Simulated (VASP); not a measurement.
BeS:

```
CELL_PARAMETERS angstrom
0.00000 2.40872 2.40872
2.40872 0.00000 2.40872
2.40872 2.40872 0.00000
ATOMIC_POSITIONS crystal
S 0.75000 0.75000 0.75000
Be 0.00000 0.00000 0.00000
```

Base run:

- Program: VASP 6.6.1
- Functional: PBE
- Potentials or basis: VASP PAW PBE potentials, release 64 (S, Be)
- Cutoff: 520 eV
- k mesh: 9 × 9 × 9
- Occupations: fermi-dirac, width 0.05 eV
- Spin: no spin polarisation

Its results: band gap on the k mesh 3.16 eV, indirect (least direct gap 5.66 eV); pressure 3.6 GPa.

The run is repeated on the same cell with these changes: functional from PBE to r2SCAN; further incar settings from ALGO = Normal; EDIFF = 1e-07; NBANDS = 11 to ALGO = Normal; EDIFF = 1e-06; NBANDS = 11. What comes out?

Band gap on the k mesh 3.63 eV, indirect (least direct gap 6.24 eV); pressure 3.6 GPa.

Caveats: the PAW data sets were made with another functional, which shifts forces and pressure a little (some runs).

A k mesh can miss the band edges.
